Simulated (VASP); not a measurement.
# SnO (P4/nmm) in VASP: further runs, part 2 of 3

VASP 6.6.1.

## Step 3: Electric field gradients, PBE (17.83 Å³/atom)

This run uses another cell than the first one, of 17.83 Å³/atom.

Contents of INCAR:

```
SYSTEM = SnO
PREC = Accurate
ENCUT = 520
EDIFF = 1E-8
ISMEAR = -1
SIGMA = 0.01
LREAL = .False.
LASPH = .True.
NELM = 80
ALGO = Normal
ISIF = 2
LWAVE = .False.
LCHARG = .False.
GGA = PE
LEFG = .True.
NBANDS = 28
```

Contents of KPOINTS:

```
Automatic mesh
0
Gamma
  8 8 6
  0 0 0
```

Contents of POSCAR:

```
SnO
1.0
    3.8271795418      0.0000000000      0.0000000000
    0.0000000000      3.8271795418      0.0000000000
    0.0000000000      0.0000000000      4.8680274234
Sn O
2 2
Direct
    0.0000000000      0.5000000000      0.2385000000
    0.5000000000      0.0000000000      0.7615000000
    0.0000000000      0.0000000000      0.0000000000
    0.5000000000      0.5000000000      0.0000000000
```

Potentials or basis: VASP PAW PBE potentials, release 64 (Sn_d, O).

Run with:

```
cat potpaw_PBE.64/Sn_d/POTCAR potpaw_PBE.64/O/POTCAR > POTCAR
mpirun -np 1 vasp_std > vasp.out
```

OUTCAR:

```text
SYSTEM = SnO
   PREC = Accurate
   ENCUT = 520
   EDIFF = 1E-8
   ISMEAR = -1
   LREAL = .False.
   LASPH = .True.
   NELM = 80
   ISIF = 2
   GGA = PE

 ion  position               nearest neighbor table
   1  0.000  0.500  0.239-   3 2.24   4 2.24   3 2.24   4 2.24   2 3.57   2 3.57   2 3.57   2 3.57
                             2 3.72   2 3.72   2 3.72   2 3.72
   2  0.500  0.000  0.761-   3 2.24   4 2.24   4 2.24   3 2.24   1 3.57   1 3.57   1 3.57   1 3.57
                             1 3.72   1 3.72   1 3.72   1 3.72
   3  0.000  0.000  0.000-   1 2.24   2 2.24   1 2.24   2 2.24
   4  0.500  0.500  0.000-   1 2.24   2 2.24   2 2.24   1 2.24

  LATTYP: Found a simple tetragonal cell.
 ALAT       =     3.8271795418
 C/A-ratio  =     1.2719621252

  Lattice vectors:

 A1 = (   3.8271795418,   0.0000000000,   0.0000000000)
 A2 = (   0.0000000000,   3.8271795418,   0.0000000000)
 A3 = (   0.0000000000,   0.0000000000,   4.8680274234)

Analysis of symmetry for initial positions (statically):
=====================================================================
 Subroutine PRICEL returns:
 Original cell was already a primitive cell.

 Routine SETGRP: Setting up the symmetry group for a
 simple tetragonal supercell.

 Subroutine GETGRP returns: Found 16 space group operations
 (whereof  8 operations were pure point group operations)
 out of a pool of 16 trial point group operations.

The static configuration has the point symmetry D_2d.
 The point group associated with its full space group is D_4h.

Analysis of symmetry for dynamics (positions and initial velocities):
[... 917 lines left out ...]

  FORCE on cell =-STRESS in cart. coord.  units (eV):
  Direction    XX          YY          ZZ          XY          YZ          ZX
  --------------------------------------------------------------------------------------
  -------------------------------------------------------------------------------------
  Total        1.2104534      1.2104534      0.8701599      0.0000000     -0.0000000      0.0000000
  in kB       27.1986894     27.1986894     19.5523504      0.0000000     -0.0000000      0.0000000
  external PRESSURE =      24.6499097 kB  Pullay stress =       0.0000000 kB

 VOLUME and BASIS-vectors are now :
 -----------------------------------------------------------------------------
  energy-cutoff  :      520.00
  volume of cell :       71.30
      direct lattice vectors                 reciprocal lattice vectors
     3.827179542  0.000000000  0.000000000     0.261289022  0.000000000  0.000000000
     0.000000000  3.827179542  0.000000000     0.000000000  0.261289022  0.000000000
     0.000000000  0.000000000  4.868027423     0.000000000  0.000000000  0.205422015

 POSITION                                       TOTAL-FORCE (eV/Angst)
 -----------------------------------------------------------------------------------
      0.00000      1.91359      1.16102        -0.000000      0.000000      0.153612
      1.91359      0.00000      3.70700         0.000000      0.000000     -0.153612
      0.00000      0.00000      0.00000        -0.000000      0.000000     -0.000000
      1.91359      1.91359      0.00000         0.000000     -0.000000     -0.000000
 -----------------------------------------------------------------------------------
    total drift:                                0.000000      0.000000      0.000000

  FREE ENERGIE OF THE ION-ELECTRON SYSTEM (eV)
  ---------------------------------------------------
  free  energy   TOTEN  =       -22.7008216866 eV

  energy  without entropy=      -22.7008143475  energy(sigma->0) =      -22.70081802

 Electric field gradients (V/A^2)
---------------------------------------------------------------------
 ion       V_xx      V_yy      V_zz      V_xy      V_xz      V_yz
---------------------------------------------------------------------
   1      81.696    81.696  -163.392    -0.000     0.000     0.000
   2      81.696    81.696  -163.392     0.000     0.000     0.000
   3      -0.963    -0.963     1.925     0.000    -0.000     0.000
   4      -0.963    -0.963     1.925     0.000    -0.000    -0.000
---------------------------------------------------------------------

 Electric field gradients after diagonalization (V/A^2)
 (convention: |V_zz| > |V_xx| > |V_yy|)
----------------------------------------------------------------------
 ion       V_xx      V_yy      V_zz     asymmetry (V_yy - V_xx)/ V_zz
----------------------------------------------------------------------
   1      81.696    81.696  -163.392       0.000
   2      81.696    81.696  -163.392       0.000
   3      -0.963    -0.963     1.925       0.000
   4      -0.963    -0.963     1.925       0.000
----------------------------------------------------------------------

           NMR quadrupolar parameters

 Cq : quadrupolar parameter    Cq=e*Q*V_zz/h
 eta: asymmetry parameters     (V_yy - V_xx)/ V_zz
 Q  : nuclear electric quadrupole moment in mb (millibarn)
----------------------------------------------------------------------
 ion       Cq(MHz)       eta       Q (mb)
----------------------------------------------------------------------
   1      -0.395       0.000       1.000
   2      -0.395       0.000       1.000
   3       0.005       0.000       1.000
   4       0.005       0.000       1.000
----------------------------------------------------------------------
```

stdout:

```text
POSCAR found type information on POSCAR SnO
 POSCAR found :  2 types and       4 ions
 scaLAPACK will be used
 LDA part: xc-table for (Slater+PW92), standard interpolation
 POSCAR, INCAR and KPOINTS ok, starting setup
 FFT: planning ... GRIDC
 FFT: planning ... GRID_SOFT
 FFT: planning ... GRID
 WAVECAR not read
 entering main loop
ion   1

ion   2

ion   3

ion   4
```

Run time: 2.5 min. Hardware: 1 thread of Intel Xeon 8259CL, shared host; peak memory 0.24 GiB.

What came out:

```yaml
Free_energy: -22.7008 eV
Pressure: 2.5 GPa
Largest_force: 0.154 eV/Å
Band_gap_on_the_k_mesh: 0.10 eV (least direct gap 1.98 eV)
Largest_electric_field_gradient_by_atom: Sn -163.4; O +1.9 V/Å²
```

Forces in eV/Å, atoms in the order of the input:
```
Sn   0.000  0.000  0.154
Sn   0.000  0.000 -0.154
O    0.000  0.000  0.000
O    0.000  0.000  0.000
```

Levels at points of the mesh, in eV from the valence-band top:
```csv
k point,band 16,band 17,band 18,band 19,band 20,band 21,band 22,band 23,band 24,band 25
"(0.00, 0.00, 0.00)",-6.12,-3.38,-3.07,-3.07,0.00,2.07,4.40,4.64,4.64,5.70
"(0.50, 0.00, 0.00)",-4.88,-4.71,-4.71,-2.66,-2.66,3.16,3.16,5.85,5.85,5.97
"(0.50, 0.50, 0.00)",-5.00,-2.42,-2.42,-1.88,-1.88,0.10,0.10,4.47,4.47,7.17
"(0.00, 0.00, 0.50)",-3.45,-3.18,-3.08,-3.08,-2.17,1.73,2.96,2.96,3.67,7.92
"(0.50, 0.00, 0.50)",-5.34,-4.68,-4.68,-1.71,-1.71,2.56,2.56,5.38,5.38,6.63
"(0.50, 0.50, 0.50)",-5.45,-2.66,-2.66,-2.42,-2.42,2.35,2.35,4.00,4.00,5.57
```

Electric field gradients, principal values (V/Å²):
| atom | least | middle | greatest (by size) |
| --- | --- | --- | --- |
| 1 Sn | 81.696 | 81.696 | -163.392 |
| 2 Sn | 81.696 | 81.696 | -163.392 |
| 3 O | -0.963 | -0.963 | 1.925 |
| 4 O | -0.963 | -0.963 | 1.925 |

Caveat: semilocal functionals underestimate gaps, and a narrow one can read as zero; without QUAD_EFG the Cq values of the log hold for a quadrupole moment of 1 mb, not for the nuclei; spin-orbit coupling is left out, which moves the levels of the heavy elements. A k mesh can miss the band edges.

## Step 4: Electric field gradients, PBE (equal xx and yy strain of +1 %)

Contents of INCAR:

```
SYSTEM = SnO
PREC     = Accurate       ! precision mode
ENCUT    = 520            ! plane-wave cutoff, eV
EDIFF    = 1E-8           ! SCF threshold, eV
ISMEAR   = -1             ! smearing method
SIGMA    = 0.01           ! smearing width, eV
LREAL    = .False.        ! projectors in reciprocal space
LASPH    = .True.         ! aspherical terms in the spheres
NELM     = 100            ! most SCF steps
ALGO     = Normal         ! electronic algorithm
ISIF     = 2              ! what is computed and relaxed
LWAVE    = .False.        ! write WAVECAR
LCHARG   = .False.        ! write CHGCAR
GGA      = PE             ! functional
LEFG     = .True.       
NBANDS   = 28             ! bands
```

KPOINTS is that of step 3.

Contents of POSCAR:

```
SnO
1.0
    3.8400200000      0.0000000000      0.0000000000
    0.0000000000      3.8400200000      0.0000000000
    0.0000000000      0.0000000000      4.8360000000
Sn O
2 2
Direct
    0.0000000000      0.5000000000      0.2385000000
    0.5000000000      0.0000000000      0.7615000000
    0.0000000000      0.0000000000      0.0000000000
    0.5000000000      0.5000000000      0.0000000000
```

Potentials or basis: VASP PAW PBE potentials, release 64 (Sn_d, O).

Run with:

```
cat potpaw_PBE.64/Sn_d/POTCAR potpaw_PBE.64/O/POTCAR > POTCAR
mpirun -np 1 vasp_std > vasp.out
```

OUTCAR:

```text
SYSTEM = SnO
   PREC = Accurate
   ENCUT = 520
   EDIFF = 1E-8
   ISMEAR = -1
   LREAL = .False.
   LASPH = .True.
   NELM = 100
   ISIF = 2
   GGA = PE

 ion  position               nearest neighbor table
   1  0.000  0.500  0.239-   3 2.24   4 2.24   3 2.24   4 2.24   2 3.56   2 3.56   2 3.56   2 3.56
                             2 3.71   2 3.71   2 3.71   2 3.71
   2  0.500  0.000  0.761-   3 2.24   4 2.24   4 2.24   3 2.24   1 3.56   1 3.56   1 3.56   1 3.56
                             1 3.71   1 3.71   1 3.71   1 3.71
   3  0.000  0.000  0.000-   1 2.24   2 2.24   1 2.24   2 2.24
   4  0.500  0.500  0.000-   1 2.24   2 2.24   2 2.24   1 2.24

  LATTYP: Found a simple tetragonal cell.
 ALAT       =     3.8400200000
 C/A-ratio  =     1.2593684408

  Lattice vectors:

 A1 = (   3.8400200000,   0.0000000000,   0.0000000000)
 A2 = (   0.0000000000,   3.8400200000,   0.0000000000)
 A3 = (   0.0000000000,   0.0000000000,   4.8360000000)

Analysis of symmetry for initial positions (statically):
=====================================================================
 Subroutine PRICEL returns:
 Original cell was already a primitive cell.

 Routine SETGRP: Setting up the symmetry group for a
 simple tetragonal supercell.

 Subroutine GETGRP returns: Found 16 space group operations
 (whereof  8 operations were pure point group operations)
 out of a pool of 16 trial point group operations.

The static configuration has the point symmetry D_2d.
 The point group associated with its full space group is D_4h.

Analysis of symmetry for dynamics (positions and initial velocities):
[... 918 lines left out ...]

  FORCE on cell =-STRESS in cart. coord.  units (eV):
  Direction    XX          YY          ZZ          XY          YZ          ZX
  --------------------------------------------------------------------------------------
  -------------------------------------------------------------------------------------
  Total        1.0346259      1.0346259      1.0128649      0.0000000      0.0000000      0.0000000
  in kB       23.2455944     23.2455944     22.7566771      0.0000000      0.0000000      0.0000000
  external PRESSURE =      23.0826220 kB  Pullay stress =       0.0000000 kB

 VOLUME and BASIS-vectors are now :
 -----------------------------------------------------------------------------
  energy-cutoff  :      520.00
  volume of cell :       71.31
      direct lattice vectors                 reciprocal lattice vectors
     3.840020000  0.000000000  0.000000000     0.260415310  0.000000000  0.000000000
     0.000000000  3.840020000  0.000000000     0.000000000  0.260415310  0.000000000
     0.000000000  0.000000000  4.836000000     0.000000000  0.000000000  0.206782465

 POSITION                                       TOTAL-FORCE (eV/Angst)
 -----------------------------------------------------------------------------------
      0.00000      1.92001      1.15339         0.000000      0.000000      0.197109
      1.92001      0.00000      3.68261        -0.000000      0.000000     -0.197109
      0.00000      0.00000      0.00000         0.000000     -0.000000     -0.000000
      1.92001      1.92001      0.00000        -0.000000      0.000000     -0.000000
 -----------------------------------------------------------------------------------
    total drift:                                0.000000      0.000000     -0.000000

  FREE ENERGIE OF THE ION-ELECTRON SYSTEM (eV)
  ---------------------------------------------------
  free  energy   TOTEN  =       -22.7021892929 eV

  energy  without entropy=      -22.7021881007  energy(sigma->0) =      -22.70218870

 Electric field gradients (V/A^2)
---------------------------------------------------------------------
 ion       V_xx      V_yy      V_zz      V_xy      V_xz      V_yz
---------------------------------------------------------------------
   1      80.156    80.156  -160.312     0.000    -0.000    -0.000
   2      80.156    80.156  -160.312    -0.000     0.000    -0.000
   3       0.322     0.322    -0.643     0.000     0.000    -0.000
   4       0.322     0.322    -0.643     0.000    -0.000    -0.000
---------------------------------------------------------------------

 Electric field gradients after diagonalization (V/A^2)
 (convention: |V_zz| > |V_xx| > |V_yy|)
----------------------------------------------------------------------
 ion       V_xx      V_yy      V_zz     asymmetry (V_yy - V_xx)/ V_zz
----------------------------------------------------------------------
   1      80.156    80.156  -160.312       0.000
   2      80.156    80.156  -160.312       0.000
   3       0.322     0.322    -0.643       0.000
   4       0.322     0.322    -0.643       0.000
----------------------------------------------------------------------

           NMR quadrupolar parameters

 Cq : quadrupolar parameter    Cq=e*Q*V_zz/h
 eta: asymmetry parameters     (V_yy - V_xx)/ V_zz
 Q  : nuclear electric quadrupole moment in mb (millibarn)
----------------------------------------------------------------------
 ion       Cq(MHz)       eta       Q (mb)
----------------------------------------------------------------------
   1      -0.388       0.000       1.000
   2      -0.388       0.000       1.000
   3      -0.002       0.000       1.000
   4      -0.002       0.000       1.000
----------------------------------------------------------------------
```

It took 3.2 min on 1 thread of Intel Xeon 8259CL, shared host; peak memory 0.24 GiB.

Results:

```
Free energy                             : -22.7022 eV
Pressure                                : 2.3 GPa
Largest force                           : 0.197 eV/Å
Band gap on the k mesh                  : 0.15 eV (least direct gap 1.97 eV)
Largest electric field gradient by atom : Sn -160.3; O -0.6 V/Å²
```

Forces in eV/Å, atoms in the order of the input:
```
Sn   0.000  0.000  0.197
Sn   0.000  0.000 -0.197
O    0.000  0.000  0.000
O    0.000  0.000  0.000
```

Levels at points of the mesh, in eV from the valence-band top:
```csv
k point,band 16,band 17,band 18,band 19,band 20,band 21,band 22,band 23,band 24,band 25
"(0.00, 0.00, 0.00)",-6.08,-3.33,-3.06,-3.06,0.00,2.08,4.47,4.66,4.66,5.77
"(0.50, 0.00, 0.00)",-4.81,-4.69,-4.69,-2.59,-2.59,3.22,3.22,5.87,5.87,5.99
"(0.50, 0.50, 0.00)",-4.93,-2.40,-2.40,-1.82,-1.82,0.15,0.15,4.55,4.55,7.28
"(0.00, 0.00, 0.50)",-3.40,-3.11,-3.07,-3.07,-2.06,1.70,2.98,2.98,3.64,8.04
"(0.50, 0.00, 0.50)",-5.29,-4.65,-4.65,-1.64,-1.64,2.63,2.63,5.39,5.39,6.66
"(0.50, 0.50, 0.50)",-5.40,-2.62,-2.62,-2.40,-2.40,2.42,2.42,4.09,4.09,5.58
```

Electric field gradients, principal values (V/Å²):
```csv
atom,least,middle,greatest (by size)
1 Sn,80.156,80.156,-160.312
2 Sn,80.156,80.156,-160.312
3 O,0.322,0.322,-0.643
4 O,0.322,0.322,-0.643
```

Caveat: the cell differs from its parent crystal (equal xx and yy strain of +1 %); semilocal functionals underestimate gaps, and a narrow one can read as zero; without QUAD_EFG the Cq values of the log hold for a quadrupole moment of 1 mb, not for the nuclei; spin-orbit coupling is left out, which moves the levels of the heavy elements. A k mesh can miss the band edges.

(Continued in part 3 of 3.)
